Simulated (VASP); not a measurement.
Here is a VASP 6.6.1 calculation.

The input INCAR:

```
PREC = Accurate
ENCUT = 520
EDIFF = 1E-7
ISMEAR = 0
SIGMA = 0.01
LREAL = False
LASPH = True
NELM = 80
ALGO = Normal
ISIF = 2
LWAVE = False
LCHARG = False
NBANDS = 16
```

Contents of KPOINTS:

```
regular mesh
0
Gamma
  6 6 4
```

The input POSCAR:

```
BeS
1.0
    3.3002359551      0.0000000000      0.0000000000
   -1.6501179775      2.8580881756      0.0000000000
    0.0000000000      0.0000000000      5.2552221010
Be S
2 2
Direct
    0.0000000000      0.0000000000      0.0000000000
    0.0000000000      0.0000000000      0.5000000000
    0.3333333333      0.6666666667      0.2500000000
    0.6666666667      0.3333333333      0.7500000000
```

Potentials or basis: VASP PAW LDA potentials, release 64 (Be, S).

Command:

```sh
$ cat potpaw_LDA.64/Be/POTCAR potpaw_LDA.64/S/POTCAR > POTCAR
$ mpirun -np 1 vasp_std > vasp.out
```

Task: Predict the band gap on the k mesh.

Result: 1.45 eV, indirect (least direct gap 3.34 eV).

Task: Estimate the pressure.

Result: -5.3 GPa.

Stress tensor (GPa, compression positive):
```
-5.18  0.00  0.00
 0.00 -5.18  0.00
 0.00  0.00 -5.53
```

A k mesh can miss the band edges. A hybrid or GW would open this gap; LDA tends to underestimate it.
